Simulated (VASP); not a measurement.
# Si (Imma) in VASP: single point with HSE06

Aim: the single point of Si with HSE06.

Everything below comes from runs of VASP 6.6.1. Logs are shortened: lines on timing, memory, paths and dates and some standing lists are left out, and cuts for length are marked.

### 1 The cell of the first run

It takes space group Imma (No. 74, orthorhombic). The conventional cell has a = 3.828 Å, b = 3.871 Å, c = 5.444 Å, α = 90.00°, β = 90.00°, γ = 90.00°. Si (site symmetry mm2) has 4 Si at 2.35 to 2.36 Å within 3.1 Å.

### 2 Single point, HSE06 (shear xy strain -1.1%)

Contents of POSCAR:

```
Si
1.0
   -0.0151077599      2.7221188962      2.7221188962
    2.7221188962     -0.0151077599      2.7221188962
    2.7070111363      2.7070111363      0.0000000000
Si
2
Direct
   -0.0006963670     -0.0006963670      0.0006963670
    0.2506963670      0.2506963670      0.2493036330
```

Contents of INCAR.step1:

```
SYSTEM = Si
PREC = Accurate
ENCUT = 520
EDIFF = 1E-5
ISMEAR = 0
SIGMA = 0.01
LREAL = .False.
LASPH = .True.
NELM = 60
ALGO = Normal
ISIF = 2
LWAVE = .True.
NBANDS = 11
GGA = PE
```

Contents of INCAR.step2:

```
SYSTEM = Si
PREC = Accurate
ENCUT = 520
EDIFF = 1E-7
ISMEAR = 0
SIGMA = 0.01
LREAL = .False.
LASPH = .True.
NELM = 60
ALGO = Normal
ISIF = 2
LWAVE = .False.
LCHARG = .True.
GGA = PE
LHFCALC = .True.
HFSCREEN = 0.2079
PRECFOCK = Normal
LELF = .True.
LVHAR = .True.
NBANDS = 11
ISTART = 1
```

Contents of KPOINTS:

```
regular mesh
0
Gamma
  6 6 6
  0 0 0
```

Potentials or basis: VASP PAW PBE potentials, release 64 (Si).

The run is started by

```
$ cat potpaw_PBE.64/Si/POTCAR > POTCAR
$ cp INCAR.step1 INCAR
$ mpirun -np 1 vasp_std > vasp.out
$ cp INCAR.step2 INCAR
$ mpirun -np 1 vasp_std > vasp.out
```

OUTCAR:

```text
SYSTEM = Si
   PREC = Accurate
   ENCUT = 520
   EDIFF = 1E-7
   ISMEAR = 0
   LREAL = .False.
   LASPH = .True.
   NELM = 60
   ISIF = 2
   GGA = PE
   LHFCALC = .True.
   HFSCREEN = 0.2079
   PRECFOCK = Normal
   ISTART = 1

 ion  position               nearest neighbor table
   1  0.999  0.999  0.001-   2 2.35   2 2.35   2 2.36   2 2.36
   2  0.251  0.251  0.249-   1 2.35   1 2.35   1 2.36   1 2.36

  LATTYP: Found a body centered orthorhombic cell.
 ALAT       =     3.8282918625
 B/A-ratio  =     1.0111619488
 C/A-ratio  =     1.4221062521

  Lattice vectors:

 A1 = (   0.0151077599,  -2.7221188962,  -2.7221188962)
 A2 = (  -0.0151077599,   2.7221188962,  -2.7221188962)
 A3 = (   2.7221188962,  -0.0151077599,   2.7221188962)

Analysis of symmetry for initial positions (statically):
=====================================================================
 Subroutine PRICEL returns:
 Original cell was already a primitive cell.

 Routine SETGRP: Setting up the symmetry group for a
 body centered orthorhombic supercell.

 Subroutine GETGRP returns: Found  8 space group operations
 (whereof  4 operations were pure point group operations)
 out of a pool of  8 trial point group operations.

The static configuration has the point symmetry C_2v.
 The point group associated with its full space group is D_2h.

Analysis of symmetry for dynamics (positions and initial velocities):
=====================================================================
 Subroutine PRICEL returns:
 Original cell was already a primitive cell.

 Routine SETGRP: Setting up the symmetry group for a
 body centered orthorhombic supercell.

 Subroutine GETGRP returns: Found  8 space group operations
 (whereof  4 operations were pure point group operations)
 out of a pool of  8 trial point group operations.

The dynamic configuration has the point symmetry C_2v.
 The point group associated with its full space group is D_2h.

 Subroutine INISYM returns: Found  8 space group operations
 (whereof  4 operations are pure point group operations),
 and found     1 'primitive' translations

----------------------------------------------------------------------------------------

                                     Primitive cell

  volume of cell :      40.3402
[... 102 lines left out ...]
   EMIN   =  10.00;   EMAX   =-10.00  energy-range for DOS
   EFERMI =   0.00;   METHOD = LEGACY
   ISMEAR =     0;   SIGMA  =   0.01  broadening in eV -4-tet -1-fermi 0-gaus
   EFERMI_NEDOS =   21; number of points for ismear=-14 and -15
   IALGO  =     38    algorithm
   IMIX   =      1    mixing-type and parameters
     AMIX     =   0.40;   BMIX     =  1.00
     AMIX_MAG =   1.60;   BMIX_MAG =  1.00
  volume/ion in A,a.u.               =      20.17       136.11
  Fermi-wavevector in a.u.,A,eV,Ry     =   0.954682  1.804088 12.400598  0.911418
  Thomas-Fermi vector in A             =   2.083451
   LORBIT       =      0    0 simple, 1 ext, 2 COOP (PROOUT), +10 PAW based schemes
   GGA     = PE    functional components
   LHFCALC =     T    Hartree Fock is set to
   PRECFOCK=normal    Normal, Fast or Accurate (Low or Medium for compatibility)
   ENCUT4O =  -1.0   cutoff for four orbital integrals eV
   NKREDX  =     1    reduce k-point grid by
   NKREDY  =     1    reduce k-point grid by
   NKREDZ  =     1    reduce k-point grid by
   AEXX    =    0.2500 exact exchange contribution
   HFSCREEN=    0.2079 screening length (either q_TF or 0.3 A-1)
   HFSCREENC=   0.2079 screening length for correlation (either q_TF or 0.3 A-1)
   ENCUTFOCK=  -1.0 apply spherical cutoff to Coloumb kernel
   IVDW    =     0    specifies the selected vdW correction
   LEPSILON=     F    determine dielectric tensor
   LRPA    =     F    only Hartree local field effects (RPA)
 non-spin polarized calculation
 Gauss-broadening in eV      SIGMA  =   0.01
  energy-cutoff  :      520.00
  volume of cell :       40.34
 maximum number of plane-waves:      1106
 NGX is ok and might be reduce to    30
  NGX = 24; NGY = 24; NGZ = 24

 number of electron       8.0000000 magnetization

 Free energy of the ion-electron system (eV)
  ---------------------------------------------------
  ext. energy  EPLUGINS =         0.00000000
  ---------------------------------------------------
  free energy    TOTEN  =       -12.53139534 eV

  energy without entropy =      -12.53139534  energy(sigma->0) =      -12.53139534

 E-fermi :   5.5212     XC(G=0):  -7.8249

 val. band max:        5.4529343955   @ k =   0.0000   0.0000   0.0000
 cond. band min:       6.6230523276   @ k =   0.5000   0.5000   0.0000
 fundamental gap:      1.1701179321
 Fermi energy:         5.5211658718

 k-point     1 :       0.0000    0.0000    0.0000
  band No.  band energies     occupation
      1      -7.8317      2.00000
      2       5.3499      2.00000
      3       5.3997      2.00000
      4       5.4529      2.00000
      5       8.6566      0.00000
      6       8.7073      0.00000
      7       8.7905      0.00000
      8       9.6487      0.00000
      9      14.1676      0.00000
     10      14.1801      0.00000
     11      14.1818      0.00000
[... 309 lines left out ...]
 k-point    24 :       0.5000    0.5000    0.1667
  band No.  band energies     occupation
      1      -4.4299      2.00000
      2      -1.8348      2.00000
      3       1.5135      2.00000
      4       2.5509      2.00000
      5       7.0093      0.00000
      6       8.9418      0.00000
      7      13.9303      0.00000
      8      13.9414      0.00000
      9      17.2261      0.00000
     10      17.3256      0.00000
     11      19.0288      0.00000

 [... further k-points ...]

------------------------ aborting loop because EDIFF is reached ----------------------------------------

  FORCE on cell =-STRESS in cart. coord.  units (eV):
  Direction    XX          YY          ZZ          XY          YZ          ZX
  --------------------------------------------------------------------------------------
  -------------------------------------------------------------------------------------
  Total       -0.1303539     -0.1303539     -0.1323988      0.2286969      0.0000000      0.0000000
  in kB       -5.1772196     -5.1772196     -5.2584387      9.0830760      0.0000000      0.0000000
  external PRESSURE =      -5.2042926 kB  Pullay stress =       0.0000000 kB

 VOLUME and BASIS-vectors are now :
 -----------------------------------------------------------------------------
  energy-cutoff  :      520.00
  volume of cell :       40.34
      direct lattice vectors                 reciprocal lattice vectors
    -0.015107760  2.722118896  2.722118896    -0.182666641  0.182666641  0.183680441
     2.722118896 -0.015107760  2.722118896     0.182666641 -0.182666641  0.183680441
     2.707011136  2.707011136  0.000000000     0.184705557  0.184705557 -0.183680441

 POSITION                                       TOTAL-FORCE (eV/Angst)
 -----------------------------------------------------------------------------------
      2.70701      2.70701      5.44045         0.000000      0.000000      0.001503
      1.35351      1.35351      1.36485        -0.000000     -0.000000     -0.001503
 -----------------------------------------------------------------------------------
    total drift:                               -0.000000     -0.000000      0.000000

  FREE ENERGIE OF THE ION-ELECTRON SYSTEM (eV)
  ---------------------------------------------------
  free  energy   TOTEN  =       -12.5313953407 eV

  energy  without entropy=      -12.5313953407  energy(sigma->0) =      -12.53139534
```

OSZICAR.step1:

```text
N       E                     dE             d eps       ncg     rms          rms(c)
DAV:   1     0.670231616201E+01    0.67023E+01   -0.31128E+03  1012   0.558E+02
DAV:   2    -0.104633930424E+02   -0.17166E+02   -0.16486E+02  1349   0.853E+01
DAV:   3    -0.109985409404E+02   -0.53515E+00   -0.53380E+00  1282   0.125E+01
DAV:   4    -0.110028483172E+02   -0.43074E-02   -0.43069E-02  1238   0.141E+00
DAV:   5    -0.110028891261E+02   -0.40809E-04   -0.40809E-04  1292   0.123E-01    0.485E+00
DAV:   6    -0.108783595867E+02    0.12453E+00   -0.70139E-02  1159   0.109E+00    0.296E+00
DAV:   7    -0.108212519090E+02    0.57108E-01   -0.13635E-01  1177   0.164E+00    0.180E-01
DAV:   8    -0.108225966733E+02   -0.13448E-02   -0.61027E-03  1168   0.423E-01    0.819E-02
DAV:   9    -0.108228136944E+02   -0.21702E-03   -0.20895E-04  1290   0.882E-02    0.592E-02
DAV:  10    -0.108228407313E+02   -0.27037E-04   -0.22987E-05  1175   0.275E-02    0.533E-03
DAV:  11    -0.108228417780E+02   -0.10467E-05   -0.25967E-06   833   0.862E-03
   1 F= -.10822842E+02 E0= -.10822842E+02  d E =-.689571E-69
```

Run time: 41 min. Hardware: 1 thread of AMD EPYC 7R43 (Zen 3), shared host; peak memory 0.26 GiB.

What came out:

```yaml
Free_energy: -12.5314 eV
Pressure: -0.5 GPa
Band_gap_on_the_k_mesh: 1.17 eV (least direct gap 3.20 eV)
```

Stress tensor (GPa, compression positive):
```
-0.52  0.91  0.00
 0.91 -0.52  0.00
 0.00  0.00 -0.53
```

Levels at points of the mesh, in eV from the valence-band top:
```csv
k point,band 2,band 3,band 4,band 5,band 6,band 7
"(0.00, 0.00, 0.00)",-0.10,-0.05,0.00,3.20,3.25,3.34
"(0.50, 0.00, 0.00)",-7.73,-1.34,-1.31,2.22,4.09,4.14
"(0.50, 0.50, 0.00)",-8.67,-3.24,-3.09,1.17,1.34,11.33
"(0.00, 0.00, 0.50)",-7.72,-1.40,-1.37,2.10,4.04,4.09
"(0.50, 0.00, 0.50)",-8.69,-3.16,-3.16,1.25,1.25,11.36
```

Caveat: the cell differs from its parent crystal (shear xy strain -1.1%); the PAW data sets were made with another functional, which shifts forces and pressure a little.
